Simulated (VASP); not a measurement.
The system is TlBr.

```
CELL_PARAMETERS angstrom
3.94619 0.00000 0.00000
0.00000 3.94619 0.00000
0.00000 0.00000 3.94619
ATOMIC_POSITIONS crystal
Tl 0.00000 0.00000 0.00000
Br 0.50000 0.50000 0.50000
```

Base run:

```yaml
Program: VASP 6.6.1
Functional: r2SCAN
Potentials_or_basis: VASP PAW PBE potentials, release 64 (Tl_d, Br)
Cutoff: 550 eV
k_mesh: 6 × 6 × 6
Occupations: gaussian, width 0.01 eV
Spin: no spin polarisation
```

Its results: band gap on the k mesh 2.24 eV, direct; pressure 1.0 GPa.

Problem. The run is repeated on the same cell with these changes: functional from r2SCAN to PBE; cutoff from 550 eV to 500 eV. What comes out?

Solution. Band gap on the k mesh 1.79 eV, direct; pressure 1.9 GPa.

r2SCAN gives the wider gap, since meta-GGAs in the generalised Kohn-Sham scheme recover part of the derivative discontinuity.

Caveats: spin-orbit coupling is left out, which moves the levels of the heavy elements; the PAW data sets were made with another functional, which shifts forces and pressure a little (some runs).

A k mesh can miss the band edges.
